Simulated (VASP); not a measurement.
Wanted: the native input for a VASP 6.6.1 run.

```
Task                   : single point
Functional             : PBE
Potentials or basis    : VASP PAW PBE potentials, release 64 (Pd)
Cutoff                 : 520 eV
k mesh                 : 12 × 12 × 12
Occupations            : gaussian, width 0.026 eV
Spin                   : no spin polarisation
Dipole correction      : no
Further INCAR settings : ALGO = Normal; EDIFF = 1e-06; NBANDS = 11
```

The structure of Pd lies in POSCAR:

```
Pd
1.0
    0.0000000000      1.9465000000      1.9465000000
    1.9465000000      0.0000000000      1.9465000000
    1.9465000000      1.9465000000      0.0000000000
Pd
1
Direct
    0.0000000000      0.0000000000      0.0000000000
```

One way to write it, as run:

INCAR

```
SYSTEM = Pd
  ALGO = Normal
  EDIFF = 1E-6
  ENCUT = 520
  GGA = PE
  ISIF = 2
  ISMEAR = 0
  LASPH = .TRUE.
  LCHARG = .TRUE.
  LELF = .TRUE.
  LREAL = .FALSE.
  LVHAR = .TRUE.
  LWAVE = .FALSE.
  NBANDS = 11
  NELM = 80
  PREC = Accurate
  SIGMA = 0.026000000000000002
```

KPOINTS

```
k-points
0
G
  12 12 12
  0 0 0
```

Potentials or basis: VASP PAW PBE potentials, release 64 (Pd).

The run is started by

```sh
$ cat potpaw_PBE.64/Pd/POTCAR > POTCAR
$ mpirun -np 1 vasp_std > vasp.out
```

It gave:

```
Pressure               : 6.6 GPa
Band gap on the k mesh : zero (band 5 reaches 10.06 eV, above the bottom of band 6 at 8.48 eV)
```

Wall time 8.6 s on 1 thread of Intel(R) Xeon(R) Platinum 8488C (Sapphire Rapids) (shared host), peak memory 0.13 GiB.
